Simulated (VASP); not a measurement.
Set up this calculation in VASP 6.6.1, as the native input.

* Task: single point
* Functional: r2SCAN
* Potentials or basis: VASP PAW PBE potentials, release 64 (Fe, Si)
* Cutoff: 520 eV
* k mesh: 6 × 6 × 6
* Occupations: gaussian, width 0.01 eV
* Spin: no spin polarisation
* Dipole correction: no
* Further INCAR settings: ALGO = Normal; EDIFF = 1e-07; NBANDS = 34

Crystal: FeSi.

```xyz
8
Lattice="4.4894 0.0000 0.0000 0.0000 4.4894 0.0000 0.0000 0.0000 4.4894" Properties=species:S:1:pos:R:3 pbc="T T T"
Fe    0.6135    0.6135    0.6135
Fe    1.6312    3.8759    2.8582
Fe    2.8582    1.6312    3.8759
Fe    3.8759    2.8582    1.6312
Si    3.7762    3.7762    3.7762
Si    2.9579    0.7132    1.5315
Si    1.5315    2.9579    0.7132
Si    0.7132    1.5315    2.9579
```

One way to write it, as run:

POSCAR

```
FeSi
1.0
    4.4894091873      0.0000000000      0.0000000000
    0.0000000000      4.4894091873      0.0000000000
    0.0000000000      0.0000000000      4.4894091873
Fe Si
4 4
Direct
    0.1366600336      0.1366600336      0.1366600336
    0.3633399664      0.8633399664      0.6366600336
    0.6366600336      0.3633399664      0.8633399664
    0.8633399664      0.6366600336      0.3633399664
    0.8411319744      0.8411319744      0.8411319744
    0.6588680256      0.1588680256      0.3411319744
    0.3411319744      0.6588680256      0.1588680256
    0.1588680256      0.3411319744      0.6588680256
```

INCAR.step1

```
SYSTEM = FeSi
PREC = Accurate ; ENCUT = 520
ISMEAR = 0 ; SIGMA = 0.01
LREAL = .FALSE. ; LASPH = .TRUE.
NELM = 80 ; NBANDS = 34
GGA = PE ; ALGO = Normal
EDIFF = 1E-4 ; LWAVE = .TRUE.
LCHARG = .FALSE.
```

INCAR.step2

```
SYSTEM = FeSi
PREC = Accurate ; ENCUT = 520
EDIFF = 1E-7 ; ISMEAR = 0
SIGMA = 0.01 ; LREAL = .FALSE.
LASPH = .TRUE. ; NELM = 80
ALGO = Normal ; ISIF = 2
LWAVE = .FALSE. ; LCHARG = .FALSE.
METAGGA = R2SCAN ; LMIXTAU = .TRUE.
NBANDS = 34 ; ISTART = 1
```

KPOINTS

```
regular mesh
0
G
  6 6 6
  0 0 0
```

Potentials or basis: VASP PAW PBE potentials, release 64 (Fe, Si).

The run is started by

```console
$ cat potpaw_PBE.64/Fe/POTCAR potpaw_PBE.64/Si/POTCAR > POTCAR
$ cp INCAR.step1 INCAR
$ mpirun -np 1 vasp_std > vasp.out
$ cp INCAR.step2 INCAR
$ mpirun -np 1 vasp_std > vasp.out
```

Results of the run:

```yaml
Pressure: -12.8 GPa
Largest_force: 0.195 eV/Å
Band_gap_on_the_k_mesh: 0.31 eV (least direct gap 0.33 eV)
```

Caveat: the cell stands under tension; the PAW data sets were made with another functional, which shifts forces and pressure a little.

Run time: 2.6 min on 1 thread of Intel(R) Xeon(R) 6975P-C (Granite Rapids), with other jobs on the host, peak memory 0.24 GiB.
